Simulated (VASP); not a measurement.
# Re (C2/c) in VASP: a series of runs, part 2 of 2

VASP 6.6.1. Earlier steps stand in the parts before.

## 4. Single point, r2SCAN (15.88 Å³/atom)

This run uses another cell than the first one, of 15.88 Å³/atom.

Input file POSCAR:

```
Re
1.0
   -1.9031864747      1.5639771042      1.3949229480
    1.5639771042     -1.9031864747      1.3949229480
    3.5277673687      3.5277673687     -2.0161855313
Re
2
Direct
    0.9583993336      0.0416006664      0.0000000000
    0.7916006664      0.2083993336      0.5000000000
```

Input file INCAR.step1:

```
  PREC = Accurate
  ENCUT = 520
  ISMEAR = -1
  SIGMA = 0.1
  LREAL = False
  LASPH = True
  NELM = 100
  NBANDS = 14
  GGA = PE
  ALGO = Normal
  EDIFF = 1E-4
  LWAVE = True
  LCHARG = False
```

Input file INCAR.step2:

```
  PREC = Accurate
  ENCUT = 520
  EDIFF = 1E-7
  ISMEAR = -1
  SIGMA = 0.1
  LREAL = False
  LASPH = True
  NELM = 100
  ALGO = Normal
  ISIF = 2
  LWAVE = False
  LCHARG = False
  METAGGA = R2SCAN
  LMIXTAU = True
  NBANDS = 14
  ISTART = 1
```

Input file KPOINTS:

```
regular mesh
0
Gamma
  17 17 8
```

Potentials or basis: VASP PAW PBE potentials, release 64 (Re).

The run is started by

```console
$ cat potpaw_PBE.64/Re/POTCAR > POTCAR
$ cp INCAR.step1 INCAR
$ mpirun -np 1 vasp_std > vasp.out
$ cp INCAR.step2 INCAR
$ mpirun -np 1 vasp_std > vasp.out
```

OUTCAR:

```text
PREC = Accurate
   ENCUT = 520
   EDIFF = 1E-7
   ISMEAR = -1
   LREAL = False
   LASPH = True
   NELM = 100
   ISIF = 2
   METAGGA = R2SCAN
   ISTART = 1

 ion  position               nearest neighbor table
   1  0.958  0.042  0.000-   2 2.81   2 2.81   2 2.81   2 2.81   2 2.81   2 2.81
   2  0.792  0.208  0.500-   1 2.81   1 2.81   1 2.81   1 2.81   1 2.81   1 2.81

  Warning from LATTYP: Got some problem with cell dimensions!
  Tried to take original basis but could not verify dimensions!
  LATTYP: Found a base centered monoclinic cell.
 ALAT       =     2.8307889567
 B/A-ratio  =     1.7321353980
 C/A-ratio  =     1.6162239894
 COS(beta)  =    -0.0003694050

  Lattice vectors:

 A1 = (  -1.9031864747,   1.5639771042,   1.3949229480)
 A2 = (   1.5639771042,  -1.9031864747,   1.3949229480)
 A3 = (   3.1885579982,   3.1885579982,   0.7736603647)

Analysis of symmetry for initial positions (statically):
=====================================================================
 Subroutine PRICEL returns:
 Original cell was already a primitive cell.

 Routine SETGRP: Setting up the symmetry group for a
 base centered monoclinic supercell.

 Subroutine GETGRP returns: Found  4 space group operations
 (whereof  2 operations were pure point group operations)
 out of a pool of  4 trial point group operations.

The static configuration has the point symmetry C_2 .
 The point group associated with its full space group is C_2h.

Analysis of symmetry for dynamics (positions and initial velocities):
=====================================================================
 Subroutine PRICEL returns:
 Original cell was already a primitive cell.

 Routine SETGRP: Setting up the symmetry group for a
 base centered monoclinic supercell.

 Subroutine GETGRP returns: Found  4 space group operations
 (whereof  2 operations were pure point group operations)
 out of a pool of  4 trial point group operations.

The dynamic configuration has the point symmetry C_2 .
 The point group associated with its full space group is C_2h.

 Subroutine INISYM returns: Found  4 space group operations
 (whereof  2 operations are pure point group operations),
 and found     1 'primitive' translations

----------------------------------------------------------------------------------------

                                     Primitive cell

  volume of cell :      31.7523

  direct lattice vectors                    reciprocal lattice vectors
    -1.903186475  1.563977104  1.394922948    -0.034132488  0.254287708  0.385210780
     1.563977104 -1.903186475  1.394922948     0.254287708 -0.034132488  0.385210780
     3.527767369  3.527767369 -2.016185531     0.152317117  0.152317117  0.037039604

  length of vectors
     2.830892646  2.830892646  5.381011923     0.462833242  0.462833242  0.218570219

  position of ions in fractional coordinates (direct lattice)
     0.958399334  0.041600666  0.000000000
     0.791600666  0.208399334  0.500000000

  ion indices of the primitive-cell ions
   primitive index   ion index
                 1           1
                 2           2

----------------------------------------------------------------------------------------

 KPOINTS: regular mesh

Automatic generation of k-mesh.
[... 49 lines left out ...]
   number of dos      NEDOS =    301   number of ions     NIONS =      2
   total plane-waves  NPLWV =  23040
   dimension x,y,z NGX =    24 NGY =   24 NGZ =   40
   dimension x,y,z NGXF=    48 NGYF=   48 NGZF=   80
   ions per type =               2
   NGX,Y,Z   is equivalent  to a cutoff of  14.09, 14.09, 12.36 a.u.
   NGXF,Y,Z  is equivalent  to a cutoff of  28.19, 28.19, 24.72 a.u.
 SYSTEM =  unknown system
   PREC   = accura    normal or accurate (medium, high low for compatibility)
   ISTART =      1    job   : 0-new  1-cont  2-samecut
   ICHARG =      0    charge: 1-file 2-atom 10-const
   ISPIN  =      1    spin polarized calculation?
   LNONCOLLINEAR =      F non collinear calculations
   LSORBIT =      F    spin-orbit coupling
   LASPH  =      T    aspherical Exc in radial PAW
   ENCUT  =  520.0 eV  38.22 Ry    6.18 a.u.   5.26  5.26 10.01*2*pi/ulx,y,z
   NELM   =    100;   NELMIN=  2; NELMDL=  0     # of ELM steps
   EDIFF  = 0.1E-06   stopping-criterion for ELM
   LREAL  =      F    real-space projection
   EDIFFG = 0.1E-05   stopping-criterion for IOM
   NSW    =      0    number of steps for IOM
   IBRION =     -1    ionic relax: 0-MD 1-quasi-New 2-CG
   NFREE  =      0    steps in history (QN), initial steepest desc. (CG)
   ISIF   =      2    stress and relaxation
   ISYM   =      2    0-nonsym 1-usesym 2-fastsym
   POTIM  = 0.5000    time-step for ionic-motion
   TEBEG  =    0.0;   TEEND  =   0.0 temperature during run
   PSTRESS=    0.0 pullay stress
   NELECT =      14.0000    total number of electrons
   NUPDOWN=      -1.0000    fix difference up-down
   EMIN   =  10.00;   EMAX   =-10.00  energy-range for DOS
   EFERMI =   0.00;   METHOD = LEGACY
   ISMEAR =    -1;   SIGMA  =   0.10  broadening in eV -4-tet -1-fermi 0-gaus
   EFERMI_NEDOS =   21; number of points for ismear=-14 and -15
   IALGO  =     38    algorithm
   IMIX   =      4    mixing-type and parameters
     AMIX     =   0.40;   BMIX     =  1.00
     AMIX_MAG =   1.60;   BMIX_MAG =  1.00
  volume/ion in A,a.u.               =      15.88       107.14
  Fermi-wavevector in a.u.,A,eV,Ry     =   1.246022  2.354639 21.123994  1.552570
  Thomas-Fermi vector in A             =   2.380218
   LORBIT       =      0    0 simple, 1 ext, 2 COOP (PROOUT), +10 PAW based schemes
   METAGGA = R2SCAN    functional components
   LHFCALC =     F    Hartree Fock is set to
   AEXX    =    0.0000 exact exchange contribution
   IVDW    =     0    specifies the selected vdW correction
   LEPSILON=     F    determine dielectric tensor
   LRPA    =     F    only Hartree local field effects (RPA)
 non-spin polarized calculation
  energy-cutoff  :      520.00
  volume of cell :       31.75
 maximum number of plane-waves:       868
 NGX is ok and might be reduce to    24
   NGX = 11   NGY = 11   NGZ = 19

 number of electron      14.0000000 magnetization

 Free energy of the ion-electron system (eV)
  ---------------------------------------------------
  ext. energy  EPLUGINS =         0.00000000
  ---------------------------------------------------
  free energy    TOTEN  =      -104.72864462 eV

  energy without entropy =     -104.67277488  energy(sigma->0) =     -104.70070975

 E-fermi :   6.7769     XC(G=0): -14.5211

 val. band max:        6.7737960886   @ k =   0.1176   0.1176   0.5000
 cond. band min:       6.7769086884   @ k =  -0.2353  -0.4118   0.2500
 fundamental gap:      0.0031125998
 Fermi energy:         6.7768986801

 k-point     1 :       0.0000    0.0000    0.0000
  band No.  band energies     occupation
      1      -3.0378      2.00000
      2       0.3996      2.00000
      3       5.3113      2.00000
      4       5.3464      2.00000
      5       5.3485      2.00000
      6       6.1076      1.99752
      7       6.1080      1.99752
      8       6.9910      0.21037
      9       6.9956      0.20187
     10       7.1790      0.03524
     11       9.9440      0.00000
     12       9.9484      0.00000
     13      16.2946      0.00000
     14      21.4988      0.00000
[... 377 lines left out ...]
      1      -2.5951      2.00000
      2       0.7729      2.00000
      3       4.6497      2.00000
      4       5.6360      1.99998
      5       5.6957      1.99996
      6       5.7845      1.99990
      7       6.0980      1.99775
      8       6.4095      1.95052
      9       6.7111      1.31774
     10       6.9938      0.20510
     11      10.1041      0.00000
     12      11.3201      0.00000
     13      16.4354      0.00000
     14      22.2097      0.00000

 [... further k-points ...]

------------------------ aborting loop because EDIFF is reached ----------------------------------------

  FORCE on cell =-STRESS in cart. coord.  units (eV):
  Direction    XX          YY          ZZ          XY          YZ          ZX
  --------------------------------------------------------------------------------------
  -------------------------------------------------------------------------------------
  Total       -5.0556330     -5.0556330     -5.0558832     -0.0145792      0.0029496      0.0029496
  in kB     -255.0998992   -255.0998992   -255.1125207     -0.7356452      0.1488342      0.1488349
  external PRESSURE =    -255.1041064 kB  Pullay stress =       0.0000000 kB

 VOLUME and BASIS-vectors are now :
 -----------------------------------------------------------------------------
  energy-cutoff  :      520.00
  volume of cell :       31.75
      direct lattice vectors                 reciprocal lattice vectors
    -1.903186475  1.563977104  1.394922948    -0.034132488  0.254287708  0.385210780
     1.563977104 -1.903186475  1.394922948     0.254287708 -0.034132488  0.385210780
     3.527767369  3.527767369 -2.016185531     0.152317117  0.152317117  0.037039604

 POSITION                                       TOTAL-FORCE (eV/Angst)
 -----------------------------------------------------------------------------------
     -1.75895      1.41974      1.39492        -0.000605      0.000605     -0.000000
      0.58325      2.60531      0.38683         0.000605     -0.000605      0.000000
 -----------------------------------------------------------------------------------
    total drift:                               -0.000000     -0.000000      0.000000

  FREE ENERGIE OF THE ION-ELECTRON SYSTEM (eV)
  ---------------------------------------------------
  free  energy   TOTEN  =      -104.7286446162 eV

  energy  without entropy=     -104.6727748795  energy(sigma->0) =     -104.70070975
```

Run time: 5.5 min. Hardware: 1 thread of Intel Xeon 6975P-C (Granite Rapids), shared host; peak memory 0.36 GiB.

Results:

```
Free energy            : -104.7286 eV
Pressure               : -25.5 GPa
Band gap on the k mesh : zero (bands 7 and 8 overlap by 2.88 eV)
```

Levels at points of the mesh, in eV from the Fermi level:
| k point | band 3 | band 4 | band 5 | band 6 | band 7 | band 8 | band 9 | band 10 | band 11 | band 12 |
| --- | --- | --- | --- | --- | --- | --- | --- | --- | --- | --- |
| (0.00, 0.00, 0.00) | -1.47 | -1.43 | -1.43 | -0.67 | -0.67 | 0.21 | 0.22 | 0.40 | 3.17 | 3.17 |
| (0.00, 0.00, 0.50) | -2.28 | -2.28 | -1.56 | -1.56 | -1.55 | -1.55 | 2.38 | 2.38 | 2.38 | 2.38 |

Caveat: the cell stands under tension; the PAW data sets were made with another functional, which shifts forces and pressure a little; spin-orbit coupling is left out, which moves the levels of the heavy elements.

## 5. Overview

| cell | gap on the mesh (eV) | pressure (GPa) |
| --- | --- | --- |
| a = 2.759, b = 2.759, c = 5.245 Å, angles 105.3, 105.3, 120.0°, 2 atoms | none | 0.2 |
| a = 2.796, b = 2.796, c = 5.314 Å, angles 105.3, 105.3, 120.0°, 2 atoms | none | -14.1 |
| a = 2.831, b = 2.831, c = 5.381 Å, angles 105.3, 105.3, 120.0°, 2 atoms | none | -25.5 |

Alike in all rows: task single point; level r2SCAN; potentials or basis VASP PAW PBE potentials, release 64 (Re); no spin polarisation; k mesh 17 × 17 × 8; cutoff (eV) 520; smearing fermi-dirac 0.1 eV.

Caveats: the PAW data sets were made with another functional, which shifts forces and pressure a little; spin-orbit coupling is left out, which moves the levels of the heavy elements; the cell stands under tension (at least some runs).

Absolute energies hang on the potentials; compare differences alone.
